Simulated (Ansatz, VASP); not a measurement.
## NaF: VASP beside Ansatz

```
Na F
1.0
     0.05164    2.58290    2.58290
     2.58290    0.05164    2.58290
     2.58290    2.58290    0.05164
Na F
1 1
Direct
  0.00221 0.00221 0.00221
  0.24779 0.24779 0.24779
```

Change from the starting cell: shear_111 strain +3.1%.

Alike in both runs: task single point; functional r2SCAN; k mesh 8 × 8 × 8; no spin polarisation.

```csv
,VASP,Ansatz
version,VASP 6.6.1,Ansatz 0.2.0
potentials or method,"VASP PAW PBE potentials, release 64 (Na_pv, F)","plane waves, PAW"
plane-wave cutoff (eV),520,500
occupations,"gaussian, width 0.01 eV",fixed
valence electrons in the cell,14,16
```

```csv
,VASP,Ansatz,Ansatz less VASP
gap on the k mesh at the Fermi level (eV),6.15,6.13,-0.017
pressure (GPa),-1.5,-1.1,+0.42
"traceless stress, the component that is largest in VASP (GPa)",-0.31,-0.31,+0.002
rms of the force components (eV/Å),0.011,0.005,-0.0066
```

VASP's potentials were made for PBE, not for r2SCAN. Atom by atom the forces differ by 0.007 eV/Å (rms over components). VASP's potentials hold 14 valence electrons a cell and Ansatz's 16, so a difference there can come from the potentials and not from the codes.
